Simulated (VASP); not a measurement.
Write the native input for VASP 6.6.1 that does the following.

* Task: single point
* Functional: PBE
* Potentials or basis: VASP PAW PBE potentials, release 64 (B, N)
* Cutoff: 520 eV
* k mesh: 14 × 14 × 14
* Occupations: fermi-dirac, width 0.05 eV
* Spin: no spin polarisation
* Dipole correction: no
* Further INCAR settings: ALGO = Normal; EDIFF = 1e-06; NBANDS = 11

The structure of BN (CsCl type) lies in POSCAR:

```
BN
1.0
    2.2729958072      0.0000000000      0.0000000000
    0.0000000000      2.2729958072      0.0000000000
    0.0000000000      0.0000000000      2.2729958072
B N
1 1
Direct
    0.0000000000      0.0000000000      0.0000000000
    0.5000000000      0.5000000000      0.5000000000
```

This cell differs from its parent crystal: volume scaled by 0.94.

These files were run (other wordings do the same):

INCAR

```
SYSTEM = BN
ALGO = Normal
EDIFF = 1E-6
ENCUT = 520
GGA = PE
ISIF = 2
ISMEAR = -1
LASPH = .TRUE.
LCHARG = .FALSE.
LREAL = .FALSE.
LWAVE = .FALSE.
NBANDS = 11
NELM = 60
PREC = Accurate
SIGMA = 0.05
```

KPOINTS

```
k-points
0
G
  14 14 14
  0 0 0
```

Potentials or basis: VASP PAW PBE potentials, release 64 (B, N).

Run with:

```console
$ cat potpaw_PBE.64/B/POTCAR potpaw_PBE.64/N/POTCAR > POTCAR
$ mpirun -np 1 vasp_std > vasp.out
```

It gave:

* Pressure: 17.0 GPa
* Band gap on the k mesh: zero (band 4 reaches 10.86 eV, above the bottom of band 5 at 7.43 eV)

Wall time 12 s on 1 thread of AMD EPYC 7R43 64-Core Processor (Zen 3), with other jobs on the host, peak memory 0.09 GiB.
